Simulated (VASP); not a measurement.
As, 1 atom in the cell. Symmetry: P6/mmm, No. 191, hexagonal system. Conventional cell: a = 2.759 Å, b = 2.759 Å, c = 2.586 Å, α = 90.00°, β = 90.00°, γ = 120.00°. As (site symmetry 6/mmm) has 8 As at 2.59 to 2.76 Å within 3.4 Å. 

| Item | Value |
| --- | --- |
| Program | VASP 6.6.1 |
| Task | relaxation of shape and atoms at fixed volume |
| Functional | PBE |
| Potentials or basis | VASP PAW PBE potentials, release 64 (As) |
| Cutoff | 600 eV |
| k mesh | 15 × 15 × 14 |
| Occupations | fermi-dirac, width 0.05 eV |
| Spin | no spin polarisation |
| Dipole correction | no |
| Further INCAR settings | ALGO = Normal; EDIFF = 1e-06; IBRION = 2; EDIFFG = -0.005; NSW = 50; ISIF = 4 |

Potentials or basis: VASP PAW PBE potentials, release 64 (As).

The run is started by

```sh
$ cat potpaw_PBE.64/As/POTCAR > POTCAR
$ mpirun -np 1 vasp_std > vasp.out
```

Hardware: 1 thread of Intel(R) Xeon(R) Platinum 8375C CPU @ 2.90GHz (Ice Lake) (shared host).

Question: How long does it take, and how much memory?

Answer: Run time: 18 s on 1 thread of Intel(R) Xeon(R) Platinum 8375C CPU @ 2.90GHz (Ice Lake) (shared host), peak memory 0.15 GiB. Counts: scf iterations 18, k points 216, ion steps 3.
